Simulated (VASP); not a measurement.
A run of VASP 6.6.1 is set up as follows.

The input INCAR:

```
ALGO = Normal
EDIFF = 1E-6
ENCUT = 520
GGA = PS
ISIF = 2
ISMEAR = 0
LASPH = True
LCHARG = False
LREAL = False
LWAVE = False
NBANDS = 19
NELM = 100
PREC = Accurate
SIGMA = 0.05
```

The input KPOINTS:

```
k-points
0
Gamma
  14 14 8
```

Contents of POSCAR:

```
Zn
1.0
    2.6600011806      0.0000000000      0.0000000000
   -1.3300005903      2.3036285965      0.0000000000
    0.0000000000      0.0000000000      4.9369621911
Zn
2
Direct
    0.3333333333      0.6666666667      0.7500000000
    0.6666666667      0.3333333333      0.2500000000
```

Potentials or basis: VASP PAW PBE potentials, release 64 (Zn).

The run is started by

```sh
$ cat potpaw_PBE.64/Zn/POTCAR > POTCAR
$ mpirun -np 1 vasp_std > vasp.out
```

**Question.** What does it give for the band gap on the k mesh?

**Answer.** Zero (band 12 reaches 4.38 eV, above the bottom of band 13 at -0.05 eV).

**Question.** Estimate the pressure.

**Answer.** -4.7 GPa.

Stress tensor (GPa, compression positive):
```
-4.21  0.00  0.00
 0.00 -4.21  0.00
 0.00  0.00 -5.79
```

Caveat: the PAW data sets were made with another functional, which shifts forces and pressure a little.
